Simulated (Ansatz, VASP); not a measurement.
Given: the input of a run of VASP 6.6.1 on CuO.

The input INCAR:

```
PREC     = Accurate       # precision mode
ENCUT    = 520            # plane-wave cutoff, eV
EDIFF    = 1E-6           # SCF threshold, eV
ISMEAR   = -1             # smearing method
SIGMA    = 0.05           # smearing width, eV
LREAL    = False          # projectors in reciprocal space
LASPH    = True           # aspherical terms in the spheres
NELM     = 100            # most SCF steps
ALGO     = Normal         # electronic algorithm
ISIF     = 2              # what is computed and relaxed
LWAVE    = False          # write WAVECAR
LCHARG   = False          # write CHGCAR
NBANDS   = 25             # bands
```

The input KPOINTS:

```
Automatic mesh
0
Gamma
  10 10 5
```

File POSCAR:

```
CuO
1.0
    2.3129614193     -1.6902429297      0.0000000000
    2.3129614193      1.6902429297      0.0000000000
   -0.8489194314      0.0000000000      4.9910602940
Cu O
2 2
Direct
    0.0032000000      0.4968000000      0.0000000000
    0.4968000000      0.0032000000      0.5000000000
    0.5714000000      0.4056000000      0.2537000000
    0.4056000000      0.5714000000      0.7537000000
```

Potentials or basis: VASP PAW LDA potentials, release 64 (Cu, O).

Command:

```sh
$ cat potpaw_LDA.64/Cu/POTCAR potpaw_LDA.64/O/POTCAR > POTCAR
$ mpirun -np 1 vasp_std > vasp.out
```

Problem. Set up the same calculation for Ansatz 0.2.0. Potentials there: Ansatz PAW.

Solution. As run (the cutoff follows the program's own potentials):

input.yaml

```yaml
crystal:
  lattice:
    - [2.3129614193, -1.6902429297, 0.0]
    - [2.3129614193, 1.6902429297, 0.0]
    - [-0.8489194314, 0.0, 4.991060294]
  atoms:
    - { symbol: Cu, position: [0.0032, 0.4968, 0.0] }
    - { symbol: Cu, position: [0.4968, 0.0032, 0.5] }
    - { symbol: O, position: [0.5714, 0.4056, 0.2537] }
    - { symbol: O, position: [0.4056, 0.5714, 0.7537] }
hamiltonian:
  xc: lda
  pseudopotentials: { kind: paw }
kpoints:
  mp_grid: { grid: [10, 10, 5] }
scf:
  occupations: { method: fermi_dirac, width: 0.05 }
output:
  forces: true
  stress: true
  eigenvalues: true
```

Potentials or basis: Ansatz PAW.

The run is started by

```bash
$ ansatz run input.yaml --threads 2 --pin off --max-ram 5632MiB --backend cpu --events-out ev --progress --plain --runs-dir out
```

Both were run:

|  | VASP | Ansatz | Ansatz less VASP |
| --- | --- | --- | --- |
| gap on the k mesh at the Fermi level (eV) | none | none | - |
| pressure (GPa) | -1.4 | -2.3 | -0.93 |
| traceless stress, the component that is largest in VASP (GPa) | 1.59 | 2.07 | +0.478 |
| rms of the force components (eV/Å) | 0.473 | 0.460 | -0.0128 |

LDA's correlation is that of Perdew and Zunger in VASP and of Perdew and Wang (1992) in Ansatz. Atom by atom the forces differ by 0.029 eV/Å (rms over components). A gap of «none» marks a metal or a gap that the smearing closes. VASP's potentials hold 34 valence electrons a cell and Ansatz's 50, so a difference there can come from the potentials and not from the codes.
